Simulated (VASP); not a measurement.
# ZnO in VASP: notebook

ZnO is run at these levels: PBE+D3(BJ); tasks: single point.

Everything below comes from runs of VASP 6.6.1. Logs are shortened: lines on timing, memory, paths and dates and some standing lists are left out, and cuts for length are marked.

### Step 1. The cell of the first run

The cell holds a slab with vacuum, 12 atoms: a = 5.534 Å, b = 6.020 Å, c = 17.393 Å, α = 90.00°, β = 90.00°, γ = 117.36°.

### Step 2. Single point, PBE+D3(BJ)

Contents of INCAR:

```
SYSTEM = ZnO
PREC = Accurate
ENCUT = 520
EDIFF = 1E-6
ISMEAR = -1
SIGMA = 0.02
LREAL = .False.
LASPH = .True.
NELM = 60
ALGO = Normal
ISIF = 2
LWAVE = .False.
LCHARG = .False.
GGA = PE
IVDW = 12
NBANDS = 66
```

Contents of KPOINTS:

```
Automatic mesh
0
Gamma
  2 2 1
  0 0 0
```

Contents of POSCAR:

```
ZnO
1.0
    5.5339020000      0.0000000000      0.0000000000
   -2.7669510000      5.3469200000      0.0000000000
    0.0000000000      0.0000000000     17.3926410000
Zn O
6 6
Direct
    0.3333271894      0.0000000000      0.0574955810
    0.5649729515      0.6311296971      0.0888076745
    0.9648287047     -0.0249489426      0.2090079362
    0.9816818530      0.5003815281      0.0996340924
    0.6199292258      0.1799914717      0.2282632063
    0.3354121724      0.4951074637      0.2418206643
    0.2813088125      0.6598004085      0.0354805231
    0.5877214969      0.3256267159      0.0807352949
    0.9858576339      0.8641423474      0.1034345503
    0.9976825361      0.3479199240      0.1856014851
    0.5731475780      0.8267376359      0.2360136106
    0.3185406160      0.1959819859      0.2698670087
```

Potentials or basis: VASP PAW PBE potentials, release 64 (Zn, O).

Started as:

```
$ cat potpaw_PBE.64/Zn/POTCAR potpaw_PBE.64/O/POTCAR > POTCAR
$ mpirun -np 1 vasp_std > vasp.out
```

OUTCAR:

```text
SYSTEM = ZnO
   PREC = Accurate
   ENCUT = 520
   EDIFF = 1E-6
   ISMEAR = -1
   LREAL = .False.
   LASPH = .True.
   NELM = 60
   ISIF = 2
   GGA = PE
   IVDW = 12
 IVDW          = 12

 ion  position               nearest neighbor table
   1  0.333  0.000  0.057-   8 1.86   9 1.89   7 1.97   4 2.83
   2  0.565  0.631  0.089-   7 1.90   8 1.91   9 2.11   4 2.76   6 2.90   4 2.96
   3  0.965  0.975  0.209-   9 1.98  11 1.98  12 2.08  10 2.21   5 2.73   6 2.90
   4  0.982  0.500  0.100-  10 1.78   7 1.86   8 1.96   9 2.18   2 2.76   1 2.83   2 2.96   5 3.03

   5  0.620  0.180  0.228-  12 1.86  10 2.00  11 2.03   3 2.73   6 2.98   4 3.03
   6  0.335  0.495  0.242-  11 1.82  12 1.83  10 1.93   2 2.90   3 2.90   5 2.98
   7  0.281  0.660  0.035-   4 1.86   2 1.90   1 1.97
   8  0.588  0.326  0.081-   1 1.86   2 1.91   4 1.96
   9  0.986  0.864  0.103-   1 1.89   3 1.98   2 2.11   4 2.18
  10  0.998  0.348  0.186-   4 1.78   6 1.93   5 2.00   3 2.21
  11  0.573  0.827  0.236-   6 1.82   3 1.98   5 2.03
  12  0.319  0.196  0.270-   6 1.83   5 1.86   3 2.08

  LATTYP: Found a base centered orthorhombic cell.
 ALAT       =     5.5339020000
 B/A-ratio  =     1.9324230895
 C/A-ratio  =     3.1429253716

  Lattice vectors:

 A1 = (   2.7669510000,  -5.3469200000,   0.0000000000)
 A2 = (   2.7669510000,   5.3469200000,   0.0000000000)
 A3 = (   0.0000000000,   0.0000000000,  17.3926410000)

Analysis of symmetry for initial positions (statically):
=====================================================================
 Subroutine PRICEL returns:
 Original cell was already a primitive cell.

 Routine SETGRP: Setting up the symmetry group for a
 base centered orthorhombic supercell.

 Subroutine GETGRP returns: Found  1 space group operations
 (whereof  1 operations were pure point group operations)
 out of a pool of  8 trial point group operations.

The static configuration has the point symmetry C_1 .

Analysis of symmetry for dynamics (positions and initial velocities):
=====================================================================
 Subroutine PRICEL returns:
 Original cell was already a primitive cell.

 Routine SETGRP: Setting up the symmetry group for a
 base centered orthorhombic supercell.

 Subroutine GETGRP returns: Found  1 space group operations
 (whereof  1 operations were pure point group operations)
 out of a pool of  8 trial point group operations.

The dynamic configuration has the point symmetry C_1 .

 Subroutine INISYM returns: Found  1 space group operations
 (whereof  1 operations are pure point group operations),
 and found     1 'primitive' translations

----------------------------------------------------------------------------------------

                                     Primitive cell

  volume of cell :     514.6366

  direct lattice vectors                    reciprocal lattice vectors
     5.533902000  0.000000000  0.000000000     0.180704320  0.093511779  0.000000000
    -2.766951000  5.346920000  0.000000000     0.000000000  0.187023557  0.000000000
     0.000000000  0.000000000 17.392641000     0.000000000  0.000000000  0.057495581

  length of vectors
     5.533902000  6.020429497 17.392641000     0.203466224  0.187023557  0.057495581

  position of ions in fractional coordinates (direct lattice)
     0.333327189  0.000000000  0.057495581
     0.564972952  0.631129697  0.088807675
     0.964828705  0.975051057  0.209007936
     0.981681853  0.500381528  0.099634092
     0.619929226  0.179991472  0.228263206
     0.335412172  0.495107464  0.241820664
     0.281308813  0.659800408  0.035480523
     0.587721497  0.325626716  0.080735295
     0.985857634  0.864142347  0.103434550
     0.997682536  0.347919924  0.185601485
     0.573147578  0.826737636  0.236013611
     0.318540616  0.195981986  0.269867009

  ion indices of the primitive-cell ions
   primitive index   ion index
                 1           1
                 2           2
                 3           3
                 4           4
                 5           5
                 6           6
                 7           7
                 8           8
                 9           9
                10          10
                11          11
                12          12

----------------------------------------------------------------------------------------

 KPOINTS: Automatic mesh

Automatic generation of k-mesh.
 Grid dimensions read from file:
 generate k-points for:    2    2    1

 Generating k-lattice:

  Cartesian coordinates                     Fractional coordinates (reciprocal lattice)
     0.090352160  0.046755889  0.000000000     0.500000000 -0.000000000  0.000000000
     0.000000000  0.093511779  0.000000000     0.000000000  0.500000000  0.000000000
     0.000000000  0.000000000  0.057495581     0.000000000  0.000000000  1.000000000

  Length of vectors
     0.101733112  0.093511779  0.057495581

  Shift w.r.t. Gamma in fractional coordinates (k-lattice)
     0.000000000  0.000000000  0.000000000

 Subroutine IBZKPT returns following result:
 ===========================================

 Found      4 irreducible k-points:

 Following reciprocal coordinates:
            Coordinates               Weight
  0.000000  0.000000  0.000000      1.000000
  0.500000  0.000000  0.000000      1.000000
  0.500000  0.500000  0.000000      1.000000
  0.000000  0.500000  0.000000      1.000000
   k-points           NKPTS =      4   k-points in BZ     NKDIM =      4   number of bands    NBANDS=     66
   number of dos      NEDOS =    301   number of ions     NIONS =     12
   total plane-waves  NPLWV = 282240
   dimension x,y,z NGX =    42 NGY =   48 NGZ =  140
   dimension x,y,z NGXF=    84 NGYF=   96 NGZF=  280
   ions per type =               6   6
   NGX,Y,Z   is equivalent  to a cutoff of  12.62, 13.25, 13.38 a.u.
   NGXF,Y,Z  is equivalent  to a cutoff of  25.23, 26.51, 26.76 a.u.
 SYSTEM =  ZnO
   PREC   = accura    normal or accurate (medium, high low for compatibility)
   ISTART =      0    job   : 0-new  1-cont  2-samecut
   ICHARG =      2    charge: 1-file 2-atom 10-const
   ISPIN  =      1    spin polarized calculation?
   LNONCOLLINEAR =      F non collinear calculations
   LSORBIT =      F    spin-orbit coupling
   LASPH  =      T    aspherical Exc in radial PAW
   ENCUT  =  520.0 eV  38.22 Ry    6.18 a.u.  10.29 11.19 32.34*2*pi/ulx,y,z
   NELM   =     60;   NELMIN=  2; NELMDL= -5     # of ELM steps
   EDIFF  = 0.1E-05   stopping-criterion for ELM
   LREAL  =      F    real-space projection
   EDIFFG = 0.1E-04   stopping-criterion for IOM
   NSW    =      0    number of steps for IOM
   IBRION =     -1    ionic relax: 0-MD 1-quasi-New 2-CG
   NFREE  =      0    steps in history (QN), initial steepest desc. (CG)
   ISIF   =      2    stress and relaxation
   ISYM   =      2    0-nonsym 1-usesym 2-fastsym
   POTIM  = 0.5000    time-step for ionic-motion
   TEBEG  =    0.0;   TEEND  =   0.0 temperature during run
   PSTRESS=    0.0 pullay stress
   NELECT =     108.0000    total number of electrons
   NUPDOWN=      -1.0000    fix difference up-down
   EMIN   =  10.00;   EMAX   =-10.00  energy-range for DOS
   EFERMI =   0.00;   METHOD = LEGACY
   ISMEAR =    -1;   SIGMA  =   0.02  broadening in eV -4-tet -1-fermi 0-gaus
   EFERMI_NEDOS =   21; number of points for ismear=-14 and -15
   IALGO  =     38    algorithm
   IMIX   =      4    mixing-type and parameters
     AMIX     =   0.40;   BMIX     =  1.00
     AMIX_MAG =   1.60;   BMIX_MAG =  1.00
  volume/ion in A,a.u.               =      42.89       289.41
  Fermi-wavevector in a.u.,A,eV,Ry     =   0.972857  1.838434 12.877255  0.946452
  Thomas-Fermi vector in A             =   2.103190
   LORBIT       =      0    0 simple, 1 ext, 2 COOP (PROOUT), +10 PAW based schemes
   GGA     = PE    functional components
   LHFCALC =     F    Hartree Fock is set to
   AEXX    =    0.0000 exact exchange contribution
   IVDW    =    12    specifies the selected vdW correction
   LEPSILON=     F    determine dielectric tensor
   LRPA    =     F    only Hartree local field effects (RPA)
 non-spin polarized calculation
  energy-cutoff  :      520.00
  volume of cell :      514.64
 maximum number of plane-waves:     13886
 NGX is ok and might be reduce to    42
   NGX = 21   NGY = 23   NGZ = 65

 number of electron     108.0000017 magnetization

 Free energy of the ion-electron system (eV)
  ---------------------------------------------------
  ext. energy  EPLUGINS =         0.00000000
  ---------------------------------------------------
  free energy    TOTEN  =       -49.16066767 eV

  energy without entropy =      -49.16066767  energy(sigma->0) =      -49.16066767

 E-fermi :  -3.3589     XC(G=0):  -3.8321

 val. band max:       -3.8622068781   @ k =   0.5000   0.0000   0.0000
 cond. band min:      -2.4855164320   @ k =   0.0000   0.0000   0.0000
 fundamental gap:      1.3766904461
 Fermi energy:        -3.3589269868

 k-point     1 :       0.0000    0.0000    0.0000
  band No.  band energies     occupation
      1     -21.7348      2.00000
      2     -21.1307      2.00000
      3     -21.0125      2.00000
      4     -20.7826      2.00000
      5     -20.6719      2.00000
      6     -20.5044      2.00000
[... 58 lines left out ...]
     65       3.3492      0.00000
     66       3.7852      0.00000

 k-point     2 :       0.5000    0.0000    0.0000
  band No.  band energies     occupation
      1     -21.5890      2.00000
      2     -21.1073      2.00000
      3     -20.9350      2.00000
      4     -20.8563      2.00000
      5     -20.8338      2.00000
      6     -20.5563      2.00000
[... 58 lines left out ...]
     65       3.4891      0.00000
     66       3.5812      0.00000

 k-point     3 :       0.5000    0.5000    0.0000
  band No.  band energies     occupation
      1     -21.6125      2.00000
      2     -21.1092      2.00000
      3     -20.9440      2.00000
      4     -20.8827      2.00000
      5     -20.7722      2.00000
      6     -20.5440      2.00000
[... 58 lines left out ...]
     65       3.4382      0.00000
     66       3.5893      0.00000

 k-point     4 :       0.0000    0.5000    0.0000
  band No.  band energies     occupation
      1     -21.6454      2.00000
      2     -21.0646      2.00000
      3     -20.9456      2.00000
      4     -20.8739      2.00000
      5     -20.8334      2.00000
      6     -20.5055      2.00000
[... 58 lines left out ...]
     65       3.4228      0.00000
     66       3.4867      0.00000

------------------------ aborting loop because EDIFF is reached ----------------------------------------

 Edisp (eV)   -1.52560

 E8    (eV) :    -0.6061

  FORCE on cell =-STRESS in cart. coord.  units (eV):
  Direction    XX          YY          ZZ          XY          YZ          ZX
  --------------------------------------------------------------------------------------
  -------------------------------------------------------------------------------------
  Total       4.04032    -0.02652     3.25279    -3.40330    -3.56658     0.29973
  in kB      12.57841    -0.08256    10.12664   -10.59521   -11.10355     0.93312
  external pressure =        7.54 kB  Pullay stress =        0.00 kB

 VOLUME and BASIS-vectors are now :
 -----------------------------------------------------------------------------
  energy-cutoff  :      520.00
  volume of cell :      514.64
      direct lattice vectors                 reciprocal lattice vectors
     5.533902000  0.000000000  0.000000000     0.180704320  0.093511779  0.000000000
    -2.766951000  5.346920000  0.000000000     0.000000000  0.187023557  0.000000000
     0.000000000  0.000000000 17.392641000     0.000000000  0.000000000  0.057495581

 POSITION                                       TOTAL-FORCE (eV/Angst)
 -----------------------------------------------------------------------------------
      1.84460      0.00000      1.00000         0.600717      0.047604     -0.242636
      1.38020      3.37460      1.54460         0.247455      0.693883     -0.722380
      2.64135      5.21352      3.63520         0.553053      0.487397     -0.187967
      4.04800      2.67550      1.73290        -1.048966      0.627822     -1.858239
      2.93260      0.96240      3.97010         0.158077     -0.227323     -0.354622
      0.48620      2.64730      4.20590        -0.093925      0.790092      0.230981
     -0.26890      3.52790      0.61710         1.119701      1.164817     -0.383171
      2.35140      1.74110      1.40420        -0.033678     -0.414242      0.178335
      3.06460      4.62050      1.79900        -1.688640     -0.937001      0.965714
      4.55840      1.86030      3.22810        -0.533010     -1.781320      2.749356
      0.88420      4.42050      4.10490         0.626869      0.935672     -0.418376
      1.22050      1.04790      4.69370         0.092347     -1.387400      0.043005
 -----------------------------------------------------------------------------------
    total drift:                               -0.000780     -0.001644      0.000974

  FREE ENERGIE OF THE ION-ELECTRON SYSTEM (eV)
  ---------------------------------------------------
  free  energy   TOTEN  =       -50.6862665536 eV

  energy  without entropy=      -50.6862665536  energy(sigma->0) =      -50.68626655
```

Wall time 5.9 min (1 thread of Intel Xeon Platinum 8488C (Sapphire Rapids), shared host); peak memory 0.65 GiB.

Results:

```
Free energy                : -50.6863 eV
Largest force              : 3.319 eV/Å
Band gap on the k mesh     : 1.38 eV (least direct gap 1.53 eV)
Dispersion energy per atom : -0.127 eV
```

Forces on the atoms (eV/Å):
```
Zn   0.601  0.048 -0.243
Zn   0.247  0.694 -0.722
Zn   0.553  0.487 -0.188
Zn  -1.049  0.628 -1.858
Zn   0.158 -0.227 -0.355
Zn  -0.094  0.790  0.231
O    1.120  1.165 -0.383
O   -0.034 -0.414  0.178
O   -1.689 -0.937  0.966
O   -0.533 -1.781  2.749
O    0.627  0.936 -0.418
O    0.092 -1.387  0.043
```

Caveat: the k points lie up to 0.64 Å⁻¹ apart.

### Step 3. Single point, PBE+D3(BJ)

Contents of INCAR:

```
PREC = Accurate ; ENCUT = 520
EDIFF = 1E-6 ; ISMEAR = -1
SIGMA = 0.02 ; LREAL = F
LASPH = T ; NELM = 60
ALGO = Normal ; ISIF = 2
LWAVE = F ; LCHARG = F
GGA = PE ; IVDW = 12
NBANDS = 66
```

Contents of KPOINTS:

```
regular mesh
0
Gamma
  2 2 1
```

Contents of POSCAR:

```
ZnO
1.0
    5.5339020000      0.0000000000      0.0000000000
   -2.7669510000      5.3469200000      0.0000000000
    0.0000000000      0.0000000000     17.3926410000
Zn O
6 6
Direct
    0.3333271894      0.0000000000      0.0574955810
    0.5896601112      0.6489530421      0.0793726496
    0.9685912107      0.0020198544      0.2079500175
    0.9720003067      0.4626588765      0.0982082020
    0.5769766315      0.1543692444      0.2419644032
    0.3444081009      0.5002693139      0.2415159377
    0.2955298530      0.6554988666      0.0343363610
    0.5888964451      0.3219049471      0.0788954363
    0.9859207358      0.8304407023      0.1106042492
    0.9605552730      0.3558497228      0.1983540050
    0.5934805991      0.8242876273      0.2452301522
    0.2841161682      0.1868739386      0.2762202704
```

Potentials or basis: VASP PAW PBE potentials, release 64 (Zn, O).

Started as:

```
$ cat potpaw_PBE.64/Zn/POTCAR potpaw_PBE.64/O/POTCAR > POTCAR
$ mpirun -np 1 vasp_std > vasp.out
```

OUTCAR:

```text
PREC = Accurate
   ENCUT = 520
   EDIFF = 1E-6
   ISMEAR = -1
   LREAL = F
   LASPH = T
   NELM = 60
   ISIF = 2
   GGA = PE
   IVDW = 12
 IVDW          = 12

 ion  position               nearest neighbor table
   1  0.333  0.000  0.057-   8 1.84   9 1.95   7 2.03   4 3.00
   2  0.590  0.649  0.079-   7 1.82   8 1.97   9 2.02   4 2.83
   3  0.969  0.002  0.208-  11 1.96  12 1.98   9 2.01  10 2.16   5 2.78   6 2.82
   4  0.972  0.463  0.098-  10 1.85   8 1.92   7 1.97   9 2.19   2 2.83   1 3.00
   5  0.577  0.154  0.242-  12 1.82  11 2.03  10 2.05   3 2.78   6 2.91
   6  0.344  0.500  0.242-  11 1.80  12 1.86  10 2.03   3 2.82   5 2.91
   7  0.296  0.655  0.034-   2 1.82   4 1.97   1 2.03
   8  0.589  0.322  0.079-   1 1.84   4 1.92   2 1.97
   9  0.986  0.830  0.111-   1 1.95   3 2.01   2 2.02   4 2.19
  10  0.961  0.356  0.198-   4 1.85   6 2.03   5 2.05   3 2.16
  11  0.593  0.824  0.245-   6 1.80   3 1.96   5 2.03
  12  0.284  0.187  0.276-   5 1.82   6 1.86   3 1.98

  LATTYP: Found a base centered orthorhombic cell.
[... 196 lines left out ...]
      5     -20.6356      2.00000
      6     -20.5132      2.00000
[... 265 lines left out ...]
     65       3.3217      0.00000
     66       3.5140      0.00000

------------------------ aborting loop because EDIFF is reached ----------------------------------------

 Edisp (eV)   -1.49174

 E8    (eV) :    -0.5917

  FORCE on cell =-STRESS in cart. coord.  units (eV):
  Direction    XX          YY          ZZ          XY          YZ          ZX
  --------------------------------------------------------------------------------------
  -------------------------------------------------------------------------------------
  Total       2.58866    -3.17968     0.83165    -2.35342    -1.45163     1.72855
  in kB       8.05907    -9.89906     2.58911    -7.32672    -4.51924     5.38136
  external pressure =        0.25 kB  Pullay stress =        0.00 kB

 VOLUME and BASIS-vectors are now :
 -----------------------------------------------------------------------------
  energy-cutoff  :      520.00
  volume of cell :      514.64
      direct lattice vectors                 reciprocal lattice vectors
     5.533902000  0.000000000  0.000000000     0.180704320  0.093511779  0.000000000
    -2.766951000  5.346920000  0.000000000     0.000000000  0.187023557  0.000000000
     0.000000000  0.000000000 17.392641000     0.000000000  0.000000000  0.057495581

 POSITION                                       TOTAL-FORCE (eV/Angst)
 -----------------------------------------------------------------------------------
      1.84460      0.00000      1.00000         0.141625     -0.792904      0.112530
      1.46750      3.46990      1.38050         1.163297      0.182074      0.048611
      5.35450      0.01080      3.61680         0.228754     -0.359844     -0.235146
      4.09880      2.47380      1.70810         0.197191      1.002197     -0.986777
      2.76580      0.82540      4.20840         1.368479     -0.341249     -0.476863
      0.52170      2.67490      4.20060        -0.737644      0.200682      0.224921
     -0.17830      3.50490      0.59720        -0.557422      0.667798      0.030989
      2.36820      1.72120      1.37220        -0.434252     -0.325413     -0.253347
      3.15820      4.44030      1.92370        -1.300958      0.110699      0.239633
      4.33100      1.90270      3.44990         0.103462     -1.054719      1.568318
      1.00350      4.40740      4.26520        -0.110786      1.243675     -0.333897
      1.05520      0.99920      4.80420        -0.061748     -0.532997      0.061028
 -----------------------------------------------------------------------------------
    total drift:                                0.001689      0.000552     -0.001549

  FREE ENERGIE OF THE ION-ELECTRON SYSTEM (eV)
  ---------------------------------------------------
  free  energy   TOTEN  =       -51.0361008224 eV

  energy  without entropy=      -51.0361008224  energy(sigma->0) =      -51.03610082
```

Run time: 4.4 min. Hardware: 1 thread of Intel Xeon Platinum 8488C (Sapphire Rapids), shared host; peak memory 0.65 GiB.

What came out:

```yaml
Free_energy: -51.0361 eV
Largest_force: 1.893 eV/Å
Band_gap_on_the_k_mesh: 1.47 eV (least direct gap 1.66 eV)
Dispersion_energy_per_atom: -0.124 eV
```

Forces on the atoms (eV/Å):
```
Zn   0.142 -0.793  0.113
Zn   1.163  0.182  0.049
Zn   0.229 -0.360 -0.235
Zn   0.197  1.002 -0.987
Zn   1.368 -0.341 -0.477
Zn  -0.738  0.201  0.225
O   -0.557  0.668  0.031
O   -0.434 -0.325 -0.253
O   -1.301  0.111  0.240
O    0.103 -1.055  1.568
O   -0.111  1.244 -0.334
O   -0.062 -0.533  0.061
```

Caveat: the k points lie up to 0.64 Å⁻¹ apart.

(Part 1 of 2 ends here.)
